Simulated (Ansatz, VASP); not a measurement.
**Two plane-wave programs on ZrC**

File INCAR:

```
SYSTEM = ZrC
PREC = Accurate
ENCUT = 520
EDIFF = 1E-6
ISMEAR = 0
SIGMA = 0.15
LREAL = .FALSE.
LASPH = .TRUE.
NELM = 80
ALGO = Normal
ISIF = 2
LWAVE = .FALSE.
LCHARG = .FALSE.
GGA = PE
NBANDS = 15
```

KPOINTS

```
Automatic mesh
0
G
  18 18 18
  0 0 0
```

The input POSCAR:

```
ZrC
1.0
    0.0000000000      2.4442184000      2.2562016000
    2.4442184000      0.0000000000      2.2562016000
    2.4442184000      2.4442184000      0.0000000000
Zr C
1 1
Direct
    0.5000000000      0.5000000000      0.5000000000
    0.0000000000      0.0000000000      0.0000000000
```

Input for Ansatz:

```yaml
crystal:
  lattice:
    - [0.0, 2.4442184, 2.2562016]
    - [2.4442184, 0.0, 2.2562016]
    - [2.4442184, 2.4442184, 0.0]
  atoms:
    - { symbol: Zr, position: [0.5, 0.5, 0.5] }
    - { symbol: C, position: [0.0, 0.0, 0.0] }
basis:
  ecutwfc: 420
kpoints:
  mp_grid: { grid: [18, 18, 18] }
hamiltonian:
  xc: pbe
scf:
  occupations: { method: gaussian, width: 0.15 }
output:
  forces: true
  stress: true
  eigenvalues: true
```

Change from the starting cell: strain +0.040 along x and y, -0.040 along z, atoms carried along.

Alike in both runs: task single point; functional PBE; k mesh 18 × 18 × 18; occupations gaussian, width 0.15 eV; no spin polarisation.

|  | VASP | Ansatz |
| --- | --- | --- |
| version | VASP 6.6.1 | Ansatz 0.2.0 |
| potentials or method | VASP PAW PBE potentials, release 64 (Zr_sv, C), cutoff 520 eV | scalar-relativistic, plane waves, PAW |
| valence electrons in the cell | 16 | 16 |

Ansatz gave:

- gap on the k mesh at the Fermi level (eV): none
- pressure (GPa): -4.2
- traceless stress, the component that is largest in VASP (GPa): 18.66

Q: What did VASP give for the same quantities?

A: gap on the k mesh at the Fermi level (eV): none; pressure (GPa): -4.0; traceless stress, the component that is largest in VASP (GPa): 18.76.

A gap of «none» marks a metal or a gap that the smearing closes.
